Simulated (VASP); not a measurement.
# Li (P6_3/mmc) in VASP: single point with PBEsol

Aim: the single point of Li with PBEsol.

Program: VASP 6.6.1. These are calculated values, not measurements. Logs are shortened: lines on timing, memory, paths and dates and some standing lists are left out, and cuts for length are marked.

**1. The cell of the first run**

It takes space group P6_3/mmc (No. 194, hexagonal). Conventional cell: a = 2.432 Å, b = 2.432 Å, c = 4.035 Å, α = 90.00°, β = 90.00°, γ = 120.00°. Within 3.2 Å of Li (site symmetry -6m2) lie 12 Li at 2.43 to 2.46 Å.

**2. Single point, PBEsol**

INCAR reads:

```
PREC     = Accurate       # precision mode
ENCUT    = 520            # plane-wave cutoff, eV
EDIFF    = 1E-7           # SCF threshold, eV
ISMEAR   = -1             # smearing method
SIGMA    = 0.08           # smearing width, eV
LREAL    = False          # projectors in reciprocal space
LASPH    = True           # aspherical terms in the spheres
NELM     = 100            # most SCF steps
ALGO     = Normal         # electronic algorithm
ISIF     = 2              # what is computed and relaxed
LWAVE    = False          # write WAVECAR
LCHARG   = False          # write CHGCAR
GGA      = PS             # functional
NBANDS   = 10             # bands
```

KPOINTS reads:

```
Automatic mesh
0
Gamma
  18 18 10
```

POSCAR reads:

```
Li
1.0
    2.4322826188      0.0000000000      0.0000000000
   -1.2161413094      2.1064185371      0.0000000000
    0.0000000000      0.0000000000      4.0351059661
Li
2
Direct
    0.3333333333      0.6666666667      0.2500000000
    0.6666666667      0.3333333333      0.7500000000
```

Potentials or basis: VASP PAW PBE potentials, release 64 (Li_sv).

Started as:

```console
> cat potpaw_PBE.64/Li_sv/POTCAR > POTCAR
> mpirun -np 1 vasp_std > vasp.out
```

OUTCAR:

```text
PREC = Accurate
   ENCUT = 520
   EDIFF = 1E-7
   ISMEAR = -1
   LREAL = False
   LASPH = True
   NELM = 100
   ISIF = 2
   GGA = PS

 ion  position               nearest neighbor table
   1  0.333  0.667  0.250-   2 2.46   2 2.46   2 2.46   2 2.46   2 2.46   2 2.46
   2  0.667  0.333  0.750-   1 2.46   1 2.46   1 2.46   1 2.46   1 2.46   1 2.46

  LATTYP: Found a hexagonal cell.
 ALAT       =     2.4322826188
 C/A-ratio  =     1.6589790738

  Lattice vectors:

 A1 = (   2.4322826188,   0.0000000000,   0.0000000000)
 A2 = (  -1.2161413094,   2.1064185371,   0.0000000000)
 A3 = (   0.0000000000,   0.0000000000,   4.0351059661)

Analysis of symmetry for initial positions (statically):
=====================================================================
 Subroutine PRICEL returns:
 Original cell was already a primitive cell.

 Routine SETGRP: Setting up the symmetry group for a
 hexagonal supercell.

 Subroutine GETGRP returns: Found 24 space group operations
 (whereof 12 operations were pure point group operations)
 out of a pool of 24 trial point group operations.

The static configuration has the point symmetry D_3d.
 The point group associated with its full space group is D_6h.

Analysis of symmetry for dynamics (positions and initial velocities):
=====================================================================
 Subroutine PRICEL returns:
 Original cell was already a primitive cell.

 Routine SETGRP: Setting up the symmetry group for a
 hexagonal supercell.

 Subroutine GETGRP returns: Found 24 space group operations
 (whereof 12 operations were pure point group operations)
 out of a pool of 24 trial point group operations.

The dynamic configuration has the point symmetry D_3d.
 The point group associated with its full space group is D_6h.

 Subroutine INISYM returns: Found 24 space group operations
 (whereof 12 operations are pure point group operations),
 and found     1 'primitive' translations

----------------------------------------------------------------------------------------

                                     Primitive cell

  volume of cell :      20.6735

  direct lattice vectors                    reciprocal lattice vectors
     2.432282619  0.000000000  0.000000000     0.411136433  0.237369730  0.000000000
    -1.216141309  2.106418537  0.000000000     0.000000000  0.474739461  0.000000000
     0.000000000  0.000000000  4.035105966     0.000000000  0.000000000  0.247824966

  length of vectors
     2.432282619  2.432282619  4.035105966     0.474739461  0.474739461  0.247824966

  position of ions in fractional coordinates (direct lattice)
     0.333333333  0.666666667  0.250000000
     0.666666667  0.333333333  0.750000000

  ion indices of the primitive-cell ions
   primitive index   ion index
                 1           1
                 2           2

----------------------------------------------------------------------------------------

 KPOINTS: Automatic mesh

Automatic generation of k-mesh.
 Grid dimensions read from file:
 generate k-points for:   18   18   10

 Generating k-lattice:

  Cartesian coordinates                     Fractional coordinates (reciprocal lattice)
     0.022840913  0.013187207  0.000000000     0.055555556  0.000000000  0.000000000
     0.000000000  0.026374414  0.000000000     0.000000000  0.055555556  0.000000000
     0.000000000  0.000000000  0.024782497     0.000000000  0.000000000  0.100000000

  Length of vectors
     0.026374414  0.026374414  0.024782497

  Shift w.r.t. Gamma in fractional coordinates (k-lattice)
     0.000000000  0.000000000  0.000000000

 Subroutine IBZKPT returns following result:
 ===========================================

 Found    222 irreducible k-points:

 Following reciprocal coordinates:
            Coordinates               Weight
  0.000000  0.000000  0.000000      1.000000
  0.055556 -0.000000  0.000000      6.000000
  0.111111 -0.000000  0.000000      6.000000
  0.166667 -0.000000  0.000000      6.000000
  0.222222  0.000000  0.000000      6.000000
  0.277778 -0.000000  0.000000      6.000000
[... 16 lines left out ...]
  0.333333  0.111111  0.000000     12.000000
  0.388889  0.111111  0.000000     12.000000
 [... further k-points ...]
   k-points           NKPTS =    222   k-points in BZ     NKDIM =    222   number of bands    NBANDS=     10
   number of dos      NEDOS =    301   number of ions     NIONS =      2
   total plane-waves  NPLWV =   9720
   dimension x,y,z NGX =    18 NGY =   18 NGZ =   30
   dimension x,y,z NGXF=    36 NGYF=   36 NGZF=   60
   ions per type =               2
   NGX,Y,Z   is equivalent  to a cutoff of  12.30, 12.30, 12.36 a.u.
   NGXF,Y,Z  is equivalent  to a cutoff of  24.61, 24.61, 24.72 a.u.
 SYSTEM =  unknown system
   PREC   = accura    normal or accurate (medium, high low for compatibility)
   ISTART =      0    job   : 0-new  1-cont  2-samecut
   ICHARG =      2    charge: 1-file 2-atom 10-const
   ISPIN  =      1    spin polarized calculation?
   LNONCOLLINEAR =      F non collinear calculations
   LSORBIT =      F    spin-orbit coupling
   LASPH  =      T    aspherical Exc in radial PAW
   ENCUT  =  520.0 eV  38.22 Ry    6.18 a.u.   4.52  4.52  7.50*2*pi/ulx,y,z
   NELM   =    100;   NELMIN=  2; NELMDL= -5     # of ELM steps
   EDIFF  = 0.1E-06   stopping-criterion for ELM
   LREAL  =      F    real-space projection
   EDIFFG = 0.1E-05   stopping-criterion for IOM
   NSW    =      0    number of steps for IOM
   IBRION =     -1    ionic relax: 0-MD 1-quasi-New 2-CG
   NFREE  =      0    steps in history (QN), initial steepest desc. (CG)
   ISIF   =      2    stress and relaxation
   ISYM   =      2    0-nonsym 1-usesym 2-fastsym
   POTIM  = 0.5000    time-step for ionic-motion
   TEBEG  =    0.0;   TEEND  =   0.0 temperature during run
   PSTRESS=    0.0 pullay stress
   NELECT =       6.0000    total number of electrons
   NUPDOWN=      -1.0000    fix difference up-down
   EMIN   =  10.00;   EMAX   =-10.00  energy-range for DOS
   EFERMI =   0.00;   METHOD = LEGACY
   ISMEAR =    -1;   SIGMA  =   0.08  broadening in eV -4-tet -1-fermi 0-gaus
   EFERMI_NEDOS =   21; number of points for ismear=-14 and -15
   IALGO  =     38    algorithm
   IMIX   =      4    mixing-type and parameters
     AMIX     =   0.40;   BMIX     =  1.00
     AMIX_MAG =   1.60;   BMIX_MAG =  1.00
  volume/ion in A,a.u.               =      10.34        69.76
  Fermi-wavevector in a.u.,A,eV,Ry     =   1.083895  2.048265 15.984522  1.174829
  Thomas-Fermi vector in A             =   2.219972
   LORBIT       =      0    0 simple, 1 ext, 2 COOP (PROOUT), +10 PAW based schemes
   GGA     = PS    functional components
   LHFCALC =     F    Hartree Fock is set to
   AEXX    =    0.0000 exact exchange contribution
   IVDW    =     0    specifies the selected vdW correction
   LEPSILON=     F    determine dielectric tensor
   LRPA    =     F    only Hartree local field effects (RPA)
 non-spin polarized calculation
  energy-cutoff  :      520.00
  volume of cell :       20.67
 maximum number of plane-waves:       580
   NGX =  9   NGY =  9   NGZ = 15

 number of electron       6.0000010 magnetization

 Free energy of the ion-electron system (eV)
  ---------------------------------------------------
  ext. energy  EPLUGINS =         0.00000000
  ---------------------------------------------------
  free energy    TOTEN  =        -2.88440766 eV

  energy without entropy =       -2.86891835  energy(sigma->0) =       -2.87666301

 E-fermi :   3.1366     XC(G=0):  -8.8885

 val. band max:        3.1060659988   @ k =   0.2778  -0.0000   0.3000
 cond. band min:       3.1463706029   @ k =   0.3889   0.1111   0.3000
 fundamental gap:      0.0403046040
 Fermi energy:         3.1365573141

 k-point     1 :       0.0000    0.0000    0.0000
  band No.  band energies     occupation
      1     -41.9849      2.00000
      2     -41.7810      2.00000
      3      -0.9275      2.00000
      4       2.5551      1.99861
      5       9.0569      0.00000
      6      23.0469      0.00000
      7      23.0470      0.00000
      8      25.1029      0.00000
      9      25.1029      0.00000
     10      25.5499      0.00000

 k-point     2 :       0.0556   -0.0000    0.0000
  band No.  band energies     occupation
      1     -41.9792      2.00000
      2     -41.7781      2.00000
      3      -0.8751      2.00000
      4       2.6581      1.99496
      5       9.0272      0.00000
      6      22.1637      0.00000
      7      22.3310      0.00000
      8      25.1547      0.00000
      9      25.5074      0.00000
     10      25.6184      0.00000

 k-point     3 :       0.1111   -0.0000    0.0000
  band No.  band energies     occupation
      1     -41.9625      2.00000
      2     -41.7700      2.00000
      3      -0.7154      2.00000
      4       2.9671      1.78522
      5       8.9382      0.00000
      6      20.2738      0.00000
      7      21.1245      0.00000
      8      25.2493      0.00000
      9      25.3473      0.00000
     10      26.0117      0.00000

 k-point     4 :       0.1667   -0.0000    0.0000
  band No.  band energies     occupation
      1     -41.9363      2.00000
      2     -41.7577      2.00000
      3      -0.4456      2.00000
      4       3.4819      0.02634
      5       8.7830      0.00000
      6      18.2158      0.00000
      7      19.9505      0.00000
      8      24.2527      0.00000
      9      24.6160      0.00000
     10      25.6992      0.00000
[... 222 lines left out ...]
 k-point    22 :       0.2778    0.1111    0.0000
  band No.  band energies     occupation
      1     -41.8214      2.00000
      2     -41.7147      2.00000
      3       1.2413      2.00000
      4       6.5534      0.00000
      5       7.6547      0.00000
      6      12.6895      0.00000
      7      15.7112      0.00000
      8      17.5987      0.00000
      9      21.1068      0.00000
     10      23.4216      0.00000

 k-point    23 :       0.3333    0.1111    0.0000
  band No.  band energies     occupation
      1     -41.7912      2.00000
      2     -41.7085      2.00000
      3       1.9649      2.00000
      4       6.8221      0.00000
      5       7.8663      0.00000
      6      12.2269      0.00000
      7      14.7185      0.00000
      8      15.3525      0.00000
      9      20.3289      0.00000
     10      22.8948      0.00000

 k-point    24 :       0.3889    0.1111    0.0000
  band No.  band energies     occupation
      1     -41.7691      2.00000
      2     -41.7067      2.00000
      3       2.7020      1.99129
      4       5.9166      0.00000
      5       9.3331      0.00000
      6      12.2423      0.00000
      7      13.3114      0.00000
      8      13.9007      0.00000
      9      19.8717      0.00000
     10      22.5848      0.00000

 [... further k-points ...]
[... 5 lines left out ...]
  --------------------------------------------------------------------------------------
  -------------------------------------------------------------------------------------
  Total        3.5871163      3.5871163      3.5911461      0.0000000      0.0000000      0.0000000
  in kB      277.9984599    277.9984599    278.3107704      0.0000000      0.0000000      0.0000000
  external PRESSURE =     278.1025634 kB  Pullay stress =       0.0000000 kB

 VOLUME and BASIS-vectors are now :
 -----------------------------------------------------------------------------
  energy-cutoff  :      520.00
  volume of cell :       20.67
      direct lattice vectors                 reciprocal lattice vectors
     2.432282619  0.000000000  0.000000000     0.411136433  0.237369730  0.000000000
    -1.216141309  2.106418537  0.000000000     0.000000000  0.474739461  0.000000000
     0.000000000  0.000000000  4.035105966     0.000000000  0.000000000  0.247824966

 POSITION                                       TOTAL-FORCE (eV/Angst)
 -----------------------------------------------------------------------------------
     -0.00000      1.40428      1.00878        -0.000000     -0.000000      0.000000
      1.21614      0.70214      3.02633         0.000000      0.000000      0.000000
 -----------------------------------------------------------------------------------
    total drift:                               -0.000000      0.000000      0.000000

  FREE ENERGIE OF THE ION-ELECTRON SYSTEM (eV)
  ---------------------------------------------------
  free  energy   TOTEN  =        -2.8844076644 eV

  energy  without entropy=       -2.8689183539  energy(sigma->0) =       -2.87666301
```

Run time: 14 s. Hardware: 1 thread of Intel Xeon 6975P-C (Granite Rapids), shared host; peak memory 0.14 GiB.

What came out:

```
Free energy            : -2.8844 eV
Band gap on the k mesh : zero (band 3 reaches 6.27 eV, above the bottom of band 4 at 0.24 eV)
```

Caveat: the cutoff is under 1.25 times the usual one of these potentials, so pressure, stress and relaxed cells hold a basis-set (Pulay) error; the PAW data sets were made with another functional, which shifts forces and pressure a little.
